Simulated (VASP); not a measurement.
# YN (Fm-3m) in VASP: single point with PBE

Aim: the single point of YN with PBE.

All numbers are computed with VASP 6.6.1; they aren't measurements. Logs are shortened: lines on timing, memory, paths and dates and some standing lists are left out, and cuts for length are marked.

**1. The cell of the first run**

Symmetry: Fm-3m, No. 225, cubic system. The conventional cell has a = 5.023 Å, b = 5.023 Å, c = 5.023 Å, α = 90.00°, β = 90.00°, γ = 90.00°. Within 3.3 Å of Y (site symmetry m-3m) lie 6 N at 2.51 Å. Within 3.3 Å of N (site symmetry m-3m) lie 6 Y at 2.51 Å.

**2. Single point, PBE**

Contents of POSCAR:

```
YN
1.0
    0.0000000000      2.5117000000      2.5117000000
    2.5117000000      0.0000000000      2.5117000000
    2.5117000000      2.5117000000      0.0000000000
Y N
1 1
Direct
    0.0000000000      0.0000000000      0.0000000000
    0.5000000000      0.5000000000      0.5000000000
```

Contents of INCAR.step1:

```
PREC = Accurate
ENCUT = 520
EDIFF = 1E-6
ISMEAR = 1
SIGMA = 0.1531
LREAL = False
LASPH = True
NELM = 120
ALGO = Normal
ISIF = 2
LWAVE = False
LCHARG = True
LMAXMIX = 4
GGA = PE
NBANDS = 15
GGA_COMPAT = False
NEDOS = 2001
LORBIT = 11
```

Contents of KPOINTS.step1:

```
regular mesh
0
Gamma
  9 9 9
```

Contents of INCAR.step2:

```
PREC = Accurate
ENCUT = 520
EDIFF = 1E-6
ISMEAR = -5
SIGMA = 0.1531
LREAL = False
LASPH = True
NELM = 120
ALGO = Normal
ISIF = 2
LWAVE = False
LCHARG = False
LMAXMIX = 4
GGA = PE
LORBIT = 11
NBANDS = 15
NEDOS = 2001
ICHARG = 11
GGA_COMPAT = False
```

Contents of KPOINTS.step2:

```
regular mesh
0
Gamma
  14 14 14
```

Potentials or basis: VASP PAW PBE potentials, release 64 (Y_sv, N).

Run with:

```bash
cat potpaw_PBE.64/Y_sv/POTCAR potpaw_PBE.64/N/POTCAR > POTCAR
cp INCAR.step1 INCAR
cp KPOINTS.step1 KPOINTS
mpirun -np 1 vasp_std > vasp.out
cp INCAR.step2 INCAR
cp KPOINTS.step2 KPOINTS
mpirun -np 1 vasp_std > vasp.out
```

OUTCAR:

```text
PREC = Accurate
   ENCUT = 520
   EDIFF = 1E-6
   ISMEAR = -5
   LREAL = False
   LASPH = True
   NELM = 120
   ISIF = 2
   GGA = PE
   LORBIT = 11
   ICHARG = 11

 ion  position               nearest neighbor table
   1  0.000  0.000  0.000-   2 2.51   2 2.51   2 2.51   2 2.51   2 2.51   2 2.51
   2  0.500  0.500  0.500-   1 2.51   1 2.51   1 2.51   1 2.51   1 2.51   1 2.51

  LATTYP: Found a face centered cubic cell.
 ALAT       =     5.0234000000

  Lattice vectors:

 A1 = (   0.0000000000,   2.5117000000,   2.5117000000)
 A2 = (   2.5117000000,   0.0000000000,   2.5117000000)
 A3 = (   2.5117000000,   2.5117000000,   0.0000000000)

Analysis of symmetry for initial positions (statically):
=====================================================================
 Subroutine PRICEL returns:
 Original cell was already a primitive cell.

 Routine SETGRP: Setting up the symmetry group for a
 face centered cubic supercell.

 Subroutine GETGRP returns: Found 48 space group operations
 (whereof 48 operations were pure point group operations)
 out of a pool of 48 trial point group operations.

The static configuration has the point symmetry O_h .

Analysis of symmetry for dynamics (positions and initial velocities):
=====================================================================
 Subroutine PRICEL returns:
 Original cell was already a primitive cell.

 Routine SETGRP: Setting up the symmetry group for a
 face centered cubic supercell.

 Subroutine GETGRP returns: Found 48 space group operations
 (whereof 48 operations were pure point group operations)
 out of a pool of 48 trial point group operations.

The dynamic configuration has the point symmetry O_h .

 Subroutine INISYM returns: Found 48 space group operations
 (whereof 48 operations are pure point group operations),
 and found     1 'primitive' translations

----------------------------------------------------------------------------------------

                                     Primitive cell

  volume of cell :      31.6908

  direct lattice vectors                    reciprocal lattice vectors
     0.000000000  2.511700000  2.511700000    -0.199068360  0.199068360  0.199068360
     2.511700000  0.000000000  2.511700000     0.199068360 -0.199068360  0.199068360
     2.511700000  2.511700000  0.000000000     0.199068360  0.199068360 -0.199068360

  length of vectors
     3.552080205  3.552080205  3.552080205     0.344796514  0.344796514  0.344796514

  position of ions in fractional coordinates (direct lattice)
     0.000000000  0.000000000  0.000000000
     0.500000000  0.500000000  0.500000000

  ion indices of the primitive-cell ions
   primitive index   ion index
                 1           1
                 2           2

----------------------------------------------------------------------------------------

 KPOINTS: regular mesh

Automatic generation of k-mesh.
 Grid dimensions read from file:
 generate k-points for:   14   14   14

 Generating k-lattice:

  Cartesian coordinates                     Fractional coordinates (reciprocal lattice)
    -0.014219169  0.014219169  0.014219169     0.071428571  0.000000000  0.000000000
     0.014219169 -0.014219169  0.014219169     0.000000000  0.071428571  0.000000000
     0.014219169  0.014219169 -0.014219169     0.000000000  0.000000000  0.071428571

  Length of vectors
     0.024628322  0.024628322  0.024628322

  Shift w.r.t. Gamma in fractional coordinates (k-lattice)
     0.000000000  0.000000000  0.000000000

 TETIRR: Found    389 inequivalent tetrahedra from    16464

 Subroutine IBZKPT returns following result:
 ===========================================

 Found    104 irreducible k-points:

 Following reciprocal coordinates:
            Coordinates               Weight
  0.000000  0.000000  0.000000      1.000000
  0.071429  0.000000  0.000000      8.000000
  0.142857  0.000000  0.000000      8.000000
  0.214286  0.000000  0.000000      8.000000
  0.285714  0.000000  0.000000      8.000000
  0.357143  0.000000  0.000000      8.000000
[... 16 lines left out ...]
  0.214286  0.142857  0.000000     24.000000
  0.285714  0.142857  0.000000     24.000000
 [... further k-points ...]
   k-points           NKPTS =    104   k-points in BZ     NKDIM =    104   number of bands    NBANDS=     15
   number of dos      NEDOS =   2001   number of ions     NIONS =      2
   total plane-waves  NPLWV =  21952
   dimension x,y,z NGX =    28 NGY =   28 NGZ =   28
   dimension x,y,z NGXF=    56 NGYF=   56 NGZF=   56
   ions per type =               1   1
   NGX,Y,Z   is equivalent  to a cutoff of  13.10, 13.10, 13.10 a.u.
   NGXF,Y,Z  is equivalent  to a cutoff of  26.21, 26.21, 26.21 a.u.
 SYSTEM =  unknown system
   PREC   = accura    normal or accurate (medium, high low for compatibility)
   ISTART =      0    job   : 0-new  1-cont  2-samecut
   ICHARG =     11    charge: 1-file 2-atom 10-const
   ISPIN  =      1    spin polarized calculation?
   LNONCOLLINEAR =      F non collinear calculations
   LSORBIT =      F    spin-orbit coupling
   LASPH  =      T    aspherical Exc in radial PAW
   ENCUT  =  520.0 eV  38.22 Ry    6.18 a.u.   6.60  6.60  6.60*2*pi/ulx,y,z
   NELM   =    120;   NELMIN=  2; NELMDL=  0     # of ELM steps
   EDIFF  = 0.1E-05   stopping-criterion for ELM
   LREAL  =      F    real-space projection
   EDIFFG = 0.1E-04   stopping-criterion for IOM
   NSW    =      0    number of steps for IOM
   IBRION =     -1    ionic relax: 0-MD 1-quasi-New 2-CG
   NFREE  =      0    steps in history (QN), initial steepest desc. (CG)
   ISIF   =      2    stress and relaxation
   ISYM   =      2    0-nonsym 1-usesym 2-fastsym
   POTIM  = 0.5000    time-step for ionic-motion
   TEBEG  =    0.0;   TEEND  =   0.0 temperature during run
   PSTRESS=    0.0 pullay stress
   NELECT =      16.0000    total number of electrons
   NUPDOWN=      -1.0000    fix difference up-down
   EMIN   =  10.00;   EMAX   =-10.00  energy-range for DOS
   EFERMI =   0.00;   METHOD = LEGACY
   ISMEAR =    -5;   SIGMA  =   0.15  broadening in eV -4-tet -1-fermi 0-gaus
   EFERMI_NEDOS =   21; number of points for ismear=-14 and -15
   IALGO  =     38    algorithm
   IMIX   =      4    mixing-type and parameters
     AMIX     =   0.40;   BMIX     =  1.00
     AMIX_MAG =   1.60;   BMIX_MAG =  1.00
  volume/ion in A,a.u.               =      15.85       106.93
  Fermi-wavevector in a.u.,A,eV,Ry     =   1.303578  2.463405 23.120597  1.699316
  Thomas-Fermi vector in A             =   2.434571
   LORBIT       =     11    0 simple, 1 ext, 2 COOP (PROOUT), +10 PAW based schemes
   GGA     = PE    functional components
   LHFCALC =     F    Hartree Fock is set to
   AEXX    =    0.0000 exact exchange contribution
   IVDW    =     0    specifies the selected vdW correction
   LEPSILON=     F    determine dielectric tensor
   LRPA    =     F    only Hartree local field effects (RPA)
 non-spin polarized calculation
 Fermi weights with tetrahedron method with Bloechl corrections
  energy-cutoff  :      520.00
  volume of cell :       31.69
 maximum number of plane-waves:       881

 number of electron      15.9999998 magnetization

 Free energy of the ion-electron system (eV)
  ---------------------------------------------------
  ext. energy  EPLUGINS =         0.00000000
  ---------------------------------------------------
  free energy    TOTEN  =       -18.15807542 eV

  energy without entropy =      -18.15807542  energy(sigma->0) =      -18.15807542

 E-fermi :   3.6802     XC(G=0): -10.8589

 val. band max:        3.6800083601   @ k =   0.0000   0.0000   0.0000
 cond. band min:       3.9931325722   @ k =   0.5000   0.5000   0.0000
 fundamental gap:      0.3131242121
 Fermi energy:         3.6801710080

 k-point     1 :       0.0000    0.0000    0.0000
  band No.  band energies     occupation
      1     -37.5149      2.00000
      2     -17.2142      2.00000
      3     -17.2142      2.00000
      4     -17.2142      2.00000
      5      -9.0226      2.00000
      6       3.6800      2.00000
      7       3.6800      2.00000
      8       3.6800      2.00000
      9       6.6862      0.00000
     10       6.6862      0.00000
     11       6.6862      0.00000
     12       7.1182      0.00000
     13       8.4697      0.00000
     14       8.4697      0.00000
     15      14.2471      0.00000

 k-point     2 :       0.0714    0.0000    0.0000
  band No.  band energies     occupation
      1     -37.5109      2.00000
      2     -17.2601      2.00000
      3     -17.2175      2.00000
      4     -17.2175      2.00000
      5      -8.9509      2.00000
      6       3.3390      2.00000
      7       3.5154      2.00000
      8       3.5154      2.00000
      9       6.7195      0.00000
     10       6.8026      0.00000
     11       6.8026      0.00000
     12       7.4424      0.00000
     13       8.7074      0.00000
     14       8.7074      0.00000
     15      14.5513      0.00000

 k-point     3 :       0.1429    0.0000    0.0000
  band No.  band energies     occupation
      1     -37.4996      2.00000
      2     -17.3854      2.00000
      3     -17.2269      2.00000
      4     -17.2269      2.00000
      5      -8.7515      2.00000
      6       2.5896      2.00000
      7       3.1218      2.00000
      8       3.1218      2.00000
      9       6.7924      0.00000
     10       7.1235      0.00000
     11       7.1235      0.00000
     12       8.2099      0.00000
     13       9.3337      0.00000
     14       9.3337      0.00000
     15      15.3626      0.00000

 k-point     4 :       0.2143    0.0000    0.0000
  band No.  band energies     occupation
      1     -37.4832      2.00000
      2     -17.5589      2.00000
      3     -17.2403      2.00000
      4     -17.2403      2.00000
      5      -8.4654      2.00000
      6       1.7536      2.00000
      7       2.6624      2.00000
      8       2.6624      2.00000
      9       6.9780      0.00000
     10       7.6072      0.00000
     11       7.6072      0.00000
     12       9.0925      0.00000
     13      10.1806      0.00000
     14      10.1806      0.00000
     15      16.3511      0.00000
[... 307 lines left out ...]
 k-point    22 :       0.1429    0.1429    0.0000
  band No.  band energies     occupation
      1     -37.4945      2.00000
      2     -17.3762      2.00000
      3     -17.2608      2.00000
      4     -17.2608      2.00000
      5      -8.7044      2.00000
      6       2.0793      2.00000
      7       3.3769      2.00000
      8       3.3769      2.00000
      9       5.9570      0.00000
     10       7.7202      0.00000
     11       7.7202      0.00000
     12       7.8231      0.00000
     13       8.7146      0.00000
     14      10.5191      0.00000
     15      15.7239      0.00000

 k-point    23 :       0.2143    0.1429    0.0000
  band No.  band energies     occupation
      1     -37.4823      2.00000
      2     -17.4842      2.00000
      3     -17.2827      2.00000
      4     -17.2749      2.00000
      5      -8.5395      2.00000
      6       1.6224      2.00000
      7       3.0895      2.00000
      8       3.1773      2.00000
      9       5.8340      0.00000
     10       8.0617      0.00000
     11       8.1949      0.00000
     12       8.3512      0.00000
     13       9.0595      0.00000
     14      11.3206      0.00000
     15      16.5379      0.00000

 k-point    24 :       0.2857    0.1429    0.0000
  band No.  band energies     occupation
      1     -37.4665      2.00000
      2     -17.6318      2.00000
      3     -17.3023      2.00000
      4     -17.2901      2.00000
      5      -8.3223      2.00000
      6       1.1994      2.00000
      7       2.5942      2.00000
      8       2.8399      2.00000
      9       6.0041      0.00000
     10       8.5707      0.00000
     11       8.7318      0.00000
     12       9.0338      0.00000
     13       9.7430      0.00000
     14      12.0473      0.00000
     15      17.2498      0.00000

 [... further k-points ...]

------------------------ aborting loop because EDIFF is reached ----------------------------------------

  FORCE on cell =-STRESS in cart. coord.  units (eV):
  Direction    XX          YY          ZZ          XY          YZ          ZX
  --------------------------------------------------------------------------------------
  -------------------------------------------------------------------------------------
  Total       -1.9621728     -1.9621728     -1.9621728      0.0000000      0.0000000      0.0000000
  in kB      -99.2006552    -99.2006552    -99.2006552      0.0000000      0.0000000      0.0000000
  external PRESSURE =     -99.2006552 kB  Pullay stress =       0.0000000 kB

 VOLUME and BASIS-vectors are now :
 -----------------------------------------------------------------------------
  energy-cutoff  :      520.00
  volume of cell :       31.69
      direct lattice vectors                 reciprocal lattice vectors
     0.000000000  2.511700000  2.511700000    -0.199068360  0.199068360  0.199068360
     2.511700000  0.000000000  2.511700000     0.199068360 -0.199068360  0.199068360
     2.511700000  2.511700000  0.000000000     0.199068360  0.199068360 -0.199068360

 POSITION                                       TOTAL-FORCE (eV/Angst)
 -----------------------------------------------------------------------------------
      0.00000      0.00000      0.00000         0.000000     -0.000000     -0.000000
      2.51170      2.51170      2.51170        -0.000000      0.000000      0.000000
 -----------------------------------------------------------------------------------
    total drift:                                0.000000      0.000000      0.000000

  FREE ENERGIE OF THE ION-ELECTRON SYSTEM (eV)
  ---------------------------------------------------
  free  energy   TOTEN  =       -18.1580754248 eV

  energy  without entropy=      -18.1580754248  energy(sigma->0) =      -18.15807542

 total charge

# of ion       s       p       d       f       tot
--------------------------------------------------
    1        2.180   6.447   0.953   0.075   9.655
    2        1.241   2.370   0.000   0.000   3.611
--------------------------------------------------
tot          3.421   8.817   0.953   0.075  13.266
```

Wall time 48 s (1 thread of AMD EPYC 7R13 (Zen 3), shared host); peak memory 0.17 GiB.

Results:

```yaml
Valence_electrons_inside_the_program's_atomic_spheres: Y 9.65; N 3.61
```

Levels at points of the mesh, in eV from the valence-band top:
| k point | band 4 | band 5 | band 6 | band 7 | band 8 | band 9 | band 10 | band 11 | band 12 | band 13 |
| --- | --- | --- | --- | --- | --- | --- | --- | --- | --- | --- |
| (0.00, 0.00, 0.00) | -20.89 | -12.70 | 0.00 | 0.00 | 0.00 | 3.01 | 3.01 | 3.01 | 3.44 | 4.79 |
| (0.50, 0.00, 0.00) | -20.96 | -11.26 | -3.85 | -2.04 | -2.04 | 5.28 | 5.89 | 5.89 | 6.22 | 9.29 |
| (0.50, 0.50, 0.00) | -21.14 | -12.25 | -1.62 | -0.44 | -0.44 | 0.31 | 6.33 | 6.42 | 7.26 | 7.26 |
